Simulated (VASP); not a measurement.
Input of a VASP 6.6.1 run:

The input INCAR:

```
SYSTEM = LiH
ALGO = Normal ; EDIFF = 1E-6
ENCUT = 520 ; GGA = CA
ISIF = 2 ; ISMEAR = 0
LASPH = .TRUE. ; LCHARG = .FALSE.
LREAL = .FALSE. ; LWAVE = .FALSE.
NBANDS = 9 ; NELM = 100
PREC = Accurate ; SIGMA = 0.1
```

Contents of KPOINTS:

```
k-points
0
G
  10 10 10
  0 0 0
```

POSCAR

```
LiH
1.0
    0.0000000000      2.0086193919      2.0086193919
    2.0086193919      0.0000000000      2.0086193919
    2.0086193919      2.0086193919      0.0000000000
Li H
1 1
Direct
    0.0000000000      0.0000000000      0.0000000000
    0.5000000000      0.5000000000      0.5000000000
```

Potentials or basis: VASP PAW LDA potentials, release 64 (Li_sv, H).

Launch:

```console
$ cat potpaw_LDA.64/Li_sv/POTCAR potpaw_LDA.64/H/POTCAR > POTCAR
$ mpirun -np 1 vasp_std > vasp.out
```

**Question.** What does it give for the band gap on the k mesh?

**Answer.** 2.61 eV, direct.

 LDA gaps usually lie below the measured ones, often by a third to a half.
